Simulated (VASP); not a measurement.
# BeTe (I-4m2) in VASP: notebook

BeTe is run at these levels: HSE06; tasks: single point.

All numbers are computed with VASP 6.6.1; they aren't measurements. Logs are shortened: lines on timing, memory, paths and dates and some standing lists are left out, and cuts for length are marked.

### 1 The cell of the first run

It takes space group I-4m2 (No. 119, tetragonal). The conventional cell has a = 3.800 Å, b = 3.800 Å, c = 5.862 Å, α = 90.00°, β = 90.00°, γ = 90.00°. Be (site symmetry -4m2) has 4 Te at 2.40 Å within 3.2 Å. Te (site symmetry -4m2) has 4 Be at 2.40 Å within 3.2 Å.

### 2 Single point, HSE06 (epitaxial xy strain -5.0%)

Contents of POSCAR:

```
BeTe
1.0
    0.0000000000      2.6871924460      2.9308310144
    2.6871924460      0.0000000000      2.9308310144
    2.6871924460      2.6871924460      0.0000000000
Be Te
1 1
Direct
    0.0000000000      0.0000000000      0.0000000000
    0.2500000000      0.2500000000      0.2500000000
```

Contents of INCAR.step1:

```
SYSTEM = BeTe
PREC = Accurate ; ENCUT = 520
EDIFF = 1E-5 ; ISMEAR = 0
SIGMA = 0.01 ; LREAL = .False.
LASPH = .True. ; NELM = 60
ALGO = Normal ; ISIF = 2
LWAVE = .True. ; LCHARG = .False.
NBANDS = 11 ; GGA = PE
```

Contents of INCAR.step2:

```
SYSTEM = BeTe
PREC = Accurate ; ENCUT = 520
EDIFF = 1E-6 ; ISMEAR = 0
SIGMA = 0.01 ; LREAL = .False.
LASPH = .True. ; NELM = 60
ALGO = Normal ; ISIF = 2
LWAVE = .False. ; LCHARG = .False.
GGA = PE ; LHFCALC = .True.
HFSCREEN = 0.2079 ; PRECFOCK = Normal
NBANDS = 11 ; ISTART = 1
```

Contents of KPOINTS:

```
Automatic mesh
0
Gamma
  6 6 6
  0 0 0
```

Potentials or basis: VASP PAW PBE potentials, release 64 (Be, Te).

The run is started by

```console
> cat potpaw_PBE.64/Be/POTCAR potpaw_PBE.64/Te/POTCAR > POTCAR
> cp INCAR.step1 INCAR
> mpirun -np 1 vasp_std > vasp.out
> cp INCAR.step2 INCAR
> mpirun -np 1 vasp_std > vasp.out
```

OUTCAR:

```text
SYSTEM = BeTe
   PREC = Accurate
   ENCUT = 520
   EDIFF = 1E-6
   ISMEAR = 0
   LREAL = .False.
   LASPH = .True.
   NELM = 60
   ISIF = 2
   GGA = PE
   LHFCALC = .True.
   HFSCREEN = 0.2079
   PRECFOCK = Normal
   ISTART = 1

 ion  position               nearest neighbor table
   1  0.000  0.000  0.000-   2 2.40   2 2.40   2 2.40   2 2.40
   2  0.250  0.250  0.250-   1 2.40   1 2.40   1 2.40   1 2.40

  LATTYP: Found a body centered tetragonal cell.
 ALAT       =     3.8002640018
 C/A-ratio  =     1.5424354797

  Lattice vectors:

 A1 = (  -2.6871924460,   0.0000000000,   2.9308310144)
 A2 = (   2.6871924460,   0.0000000000,   2.9308310144)
 A3 = (   0.0000000000,   2.6871924460,  -2.9308310144)

Analysis of symmetry for initial positions (statically):
=====================================================================
 Subroutine PRICEL returns:
 Original cell was already a primitive cell.

 Routine SETGRP: Setting up the symmetry group for a
 body centered tetragonal supercell.

 Subroutine GETGRP returns: Found  8 space group operations
 (whereof  8 operations were pure point group operations)
 out of a pool of 16 trial point group operations.

The static configuration has the point symmetry D_2d.

Analysis of symmetry for dynamics (positions and initial velocities):
=====================================================================
 Subroutine PRICEL returns:
 Original cell was already a primitive cell.

 Routine SETGRP: Setting up the symmetry group for a
 body centered tetragonal supercell.

 Subroutine GETGRP returns: Found  8 space group operations
 (whereof  8 operations were pure point group operations)
 out of a pool of 16 trial point group operations.

The dynamic configuration has the point symmetry D_2d.

 Subroutine INISYM returns: Found  8 space group operations
 (whereof  8 operations are pure point group operations),
 and found     1 'primitive' translations

----------------------------------------------------------------------------------------

                                     Primitive cell

  volume of cell :      42.3271

  direct lattice vectors                    reciprocal lattice vectors
     0.000000000  2.687192446  2.930831014    -0.186067805  0.186067805  0.170600078
[... 95 lines left out ...]
   TEBEG  =    0.0;   TEEND  =   0.0 temperature during run
   PSTRESS=    0.0 pullay stress
   NELECT =       8.0000    total number of electrons
   NUPDOWN=      -1.0000    fix difference up-down
   EMIN   =  10.00;   EMAX   =-10.00  energy-range for DOS
   EFERMI =   0.00;   METHOD = LEGACY
   ISMEAR =     0;   SIGMA  =   0.01  broadening in eV -4-tet -1-fermi 0-gaus
   EFERMI_NEDOS =   21; number of points for ismear=-14 and -15
   IALGO  =     38    algorithm
   IMIX   =      1    mixing-type and parameters
     AMIX     =   0.40;   BMIX     =  1.00
     AMIX_MAG =   1.60;   BMIX_MAG =  1.00
  volume/ion in A,a.u.               =      21.16       142.82
  Fermi-wavevector in a.u.,A,eV,Ry     =   0.939504  1.775405 12.009429  0.882668
  Thomas-Fermi vector in A             =   2.066823
   LORBIT       =      0    0 simple, 1 ext, 2 COOP (PROOUT), +10 PAW based schemes
   GGA     = PE    functional components
   LHFCALC =     T    Hartree Fock is set to
   PRECFOCK=normal    Normal, Fast or Accurate (Low or Medium for compatibility)
   ENCUT4O =  -1.0   cutoff for four orbital integrals eV
   NKREDX  =     1    reduce k-point grid by
   NKREDY  =     1    reduce k-point grid by
   NKREDZ  =     1    reduce k-point grid by
   AEXX    =    0.2500 exact exchange contribution
   HFSCREEN=    0.2079 screening length (either q_TF or 0.3 A-1)
   HFSCREENC=   0.2079 screening length for correlation (either q_TF or 0.3 A-1)
   ENCUTFOCK=  -1.0 apply spherical cutoff to Coloumb kernel
   IVDW    =     0    specifies the selected vdW correction
   LEPSILON=     F    determine dielectric tensor
   LRPA    =     F    only Hartree local field effects (RPA)
 non-spin polarized calculation
 Gauss-broadening in eV      SIGMA  =   0.01
  energy-cutoff  :      520.00
  volume of cell :       42.33
 maximum number of plane-waves:      1151
 NGX is ok and might be reduce to    30
  NGX = 24; NGY = 24; NGZ = 24

 number of electron       8.0000000 magnetization

 Free energy of the ion-electron system (eV)
  ---------------------------------------------------
  ext. energy  EPLUGINS =         0.00000000
  ---------------------------------------------------
  free energy    TOTEN  =        -8.67994318 eV

  energy without entropy =       -8.67994318  energy(sigma->0) =       -8.67994318

 E-fermi :   5.5258     XC(G=0):  -7.7412

 val. band max:        5.4412544660   @ k =   0.0000   0.0000   0.0000
 cond. band min:       7.5349303639   @ k =   0.5000   0.0000   0.5000
 fundamental gap:      2.0936758979
 Fermi energy:         5.5258047741

 k-point     1 :       0.0000    0.0000    0.0000
  band No.  band energies     occupation
      1      -8.5980      2.00000
      2       4.8370      2.00000
      3       5.4413      2.00000
      4       5.4413      2.00000
      5       9.6521      0.00000
      6       9.6521      0.00000
      7       9.8307      0.00000
      8      10.1756      0.00000
      9      14.7336      0.00000
     10      15.5462      0.00000
     11      16.4427      0.00000
[... 309 lines left out ...]
 k-point    24 :       0.5000    0.0000    0.3333
  band No.  band energies     occupation
      1      -6.3962      2.00000
      2      -0.1946      2.00000
      3       1.4949      2.00000
      4       2.2966      2.00000
      5       8.1843      0.00000
      6       9.8007      0.00000
      7      13.7519      0.00000
      8      15.4462      0.00000
      9      17.3373      0.00000
     10      18.8354      0.00000
     11      19.6346      0.00000

 [... further k-points ...]
[... 5 lines left out ...]
  --------------------------------------------------------------------------------------
  -------------------------------------------------------------------------------------
  Total        1.5089953      1.5089953     -0.2974575      0.0000000      0.0000000      0.0000000
  in kB       57.1189409     57.1189409    -11.2594513      0.0000000      0.0000000      0.0000000
  external PRESSURE =      34.3261435 kB  Pullay stress =       0.0000000 kB

 VOLUME and BASIS-vectors are now :
 -----------------------------------------------------------------------------
  energy-cutoff  :      520.00
  volume of cell :       42.33
      direct lattice vectors                 reciprocal lattice vectors
     0.000000000  2.687192446  2.930831014    -0.186067805  0.186067805  0.170600078
     2.687192446  0.000000000  2.930831014     0.186067805 -0.186067805  0.170600078
     2.687192446  2.687192446  0.000000000     0.186067805  0.186067805 -0.170600078

 POSITION                                       TOTAL-FORCE (eV/Angst)
 -----------------------------------------------------------------------------------
      0.00000      0.00000      0.00000         0.000000      0.000000     -0.000000
      1.34360      1.34360      1.46542        -0.000000     -0.000000      0.000000
 -----------------------------------------------------------------------------------
    total drift:                                0.000001      0.000001     -0.000000

  FREE ENERGIE OF THE ION-ELECTRON SYSTEM (eV)
  ---------------------------------------------------
  free  energy   TOTEN  =        -8.6799431771 eV

  energy  without entropy=       -8.6799431771  energy(sigma->0) =       -8.67994318
```

OSZICAR.step1:

```text
N       E                     dE             d eps       ncg     rms          rms(c)
DAV:   1     0.184700524416E+02    0.18470E+02   -0.32706E+03   660   0.589E+02
DAV:   2    -0.663261409705E+01   -0.25103E+02   -0.24134E+02   841   0.952E+01
DAV:   3    -0.768817376195E+01   -0.10556E+01   -0.10539E+01   902   0.202E+01
DAV:   4    -0.769860231850E+01   -0.10429E-01   -0.10427E-01   781   0.224E+00
DAV:   5    -0.769882887750E+01   -0.22656E-03   -0.22656E-03   836   0.320E-01    0.448E+00
DAV:   6    -0.756460575333E+01    0.13422E+00   -0.16273E-01   768   0.167E+00    0.267E+00
DAV:   7    -0.752581302015E+01    0.38793E-01   -0.12327E-01   808   0.155E+00    0.564E-01
DAV:   8    -0.752631415137E+01   -0.50113E-03   -0.70389E-03   759   0.486E-01    0.884E-02
DAV:   9    -0.752655567731E+01   -0.24153E-03   -0.36556E-04   815   0.113E-01    0.348E-02
DAV:  10    -0.752661390705E+01   -0.58230E-04   -0.76475E-05   743   0.457E-02    0.172E-02
DAV:  11    -0.752661510719E+01   -0.12001E-05   -0.22896E-06   548   0.906E-03
   1 F= -.75266151E+01 E0= -.75266151E+01  d E =-.772469E-12
```

It took 18 min on 1 thread of Intel Xeon Platinum 8375C at 2.90GHz (Ice Lake), shared host; peak memory 0.29 GiB.

Results:

| Property | Result |
| --- | --- |
| Free energy | -8.6799 eV |
| Pressure | 3.4 GPa |
| Band gap on the k mesh | 2.09 eV (least direct gap 4.21 eV) |

Caveat: the cell differs from its parent crystal (epitaxial xy strain -5.0%); the cell stands under pressure; the PAW data sets were made with another functional, which shifts forces and pressure a little; spin-orbit coupling is left out, which moves the levels of the heavy elements. A k mesh can miss the band edges.

(Continued in part 2 of 2.)
